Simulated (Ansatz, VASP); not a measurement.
## In3As2 in VASP and in Ansatz

```
CELL_PARAMETERS angstrom
3.71920 2.14728 6.02689
-3.71920 2.14728 6.02689
0.00000 -4.29457 6.02689
ATOMIC_POSITIONS crystal
In 0.03636 0.46364 0.75000
In 0.75000 0.03636 0.46364
In 0.46364 0.75000 0.03636
In 0.96364 0.53636 0.25000
In 0.25000 0.96364 0.53636
In 0.53636 0.25000 0.96364
As 0.86317 0.86317 0.86317
As 0.63683 0.63683 0.63683
As 0.13683 0.13683 0.13683
As 0.36317 0.36317 0.36317
```

Alike in both runs: functional PBE; k mesh 3 × 3 × 3; occupations gaussian, width 0.1 eV; no spin polarisation.

Ansatz relaxed the structure, and its values are those at the end. VASP's run is a single point on that final structure, the one shown.

|  | VASP | Ansatz |
| --- | --- | --- |
| version | VASP 6.6.1 | Ansatz 0.2.0 |
| potentials or method | VASP PAW PBE potentials, release 64 (In_d, As), cutoff 520 eV | scalar-relativistic, plane waves, PAW |
| valence electrons in the cell | 98 | 138 |

VASP gave:

- gap on the k mesh at the Fermi level (eV): none
- pressure (GPa): 0.1
- rms of the force components (eV/Å): 0.008

Task: Estimate Ansatz's values.

Result: gap on the k mesh at the Fermi level (eV): none; pressure (GPa): 0.1; rms of the force components (eV/Å): 0.007.

A gap of «none» marks a metal or a gap that the smearing closes. The functional is the same, so the differences come from potentials, cutoffs and numerics. VASP's potentials hold 98 valence electrons a cell and Ansatz's 138, so a difference there can come from the potentials and not from the codes.
